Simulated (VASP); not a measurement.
Here is a VASP 6.6.1 calculation.

File INCAR:

```
SYSTEM = TaC
  PREC = Accurate
  ENCUT = 600
  EDIFF = 1E-6
  ISMEAR = 1
  SIGMA = 0.1
  LREAL = .FALSE.
  LASPH = .TRUE.
  NELM = 120
  ALGO = Normal
  ISIF = 2
  LWAVE = .FALSE.
  LCHARG = .FALSE.
  GGA = PE
  NBANDS = 14
  GGA_COMPAT = .FALSE.
```

File KPOINTS:

```
Automatic mesh
0
G
  12 12 12
  0 0 0
```

Contents of POSCAR:

```
TaC
1.0
    0.0000000000      2.2230000000      2.2230000000
    2.2230000000      0.0000000000      2.2230000000
    2.2230000000      2.2230000000      0.0000000000
Ta C
1 1
Direct
    0.0000000000      0.0000000000      0.0000000000
    0.5000000000      0.5000000000      0.5000000000
```

Potentials or basis: VASP PAW PBE potentials, release 64 (Ta_pv, C).

The run is started by

```console
$ cat potpaw_PBE.64/Ta_pv/POTCAR potpaw_PBE.64/C/POTCAR > POTCAR
$ mpirun -np 1 vasp_std > vasp.out
```

Task: Estimate the band gap on the k mesh.

Result: Zero (an odd number of electrons rules out a gap without spin polarisation).

Task: Estimate the pressure.

Result: 7.4 GPa.

Caveat: the cell stands under pressure; spin-orbit coupling is left out, which moves the levels of the heavy elements.
